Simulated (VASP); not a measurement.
A run of VASP 6.6.1 is set up as follows.

INCAR

```
SYSTEM = Ga4O3
  ALGO = Normal
  EDIFF = 1E-6
  ENCUT = 520
  GGA = PE
  ISIF = 2
  ISMEAR = 0
  LASPH = .TRUE.
  LCHARG = .FALSE.
  LREAL = .FALSE.
  LWAVE = .FALSE.
  NBANDS = 44
  NELM = 100
  PREC = Accurate
  SIGMA = 0.1
```

The input KPOINTS:

```
k-points
0
G
  4 4 4
  0 0 0
```

Contents of POSCAR:

```
Ga4O3
1.0
    4.6707972900      0.0000000000      0.0000000000
    0.0000000000      4.6707972900      0.0000000000
    0.0000000000      0.0000000000      4.6707972900
Ga O
4 3
Direct
    0.0000000000      0.5000000000      0.5000000000
    0.5000000000      0.0000000000      0.5000000000
    0.5000000000      0.5000000000      0.0000000000
    0.5000000000      0.5000000000      0.5000000000
    0.5000000000      0.0000000000      0.0000000000
    0.0000000000      0.5000000000      0.0000000000
    0.0000000000      0.0000000000      0.5000000000
```

Potentials or basis: VASP PAW PBE potentials, release 64 (Ga_d, O).

Command:

```sh
$ cat potpaw_PBE.64/Ga_d/POTCAR potpaw_PBE.64/O/POTCAR > POTCAR
$ mpirun -np 1 vasp_std > vasp.out
```

(1) Predict the pressure.

(2) Estimate the band gap on the k mesh.

Results:

(1) -2.9 GPa.

(2) zero (band 35 reaches 4.01 eV, above the bottom of band 36 at 2.75 eV).
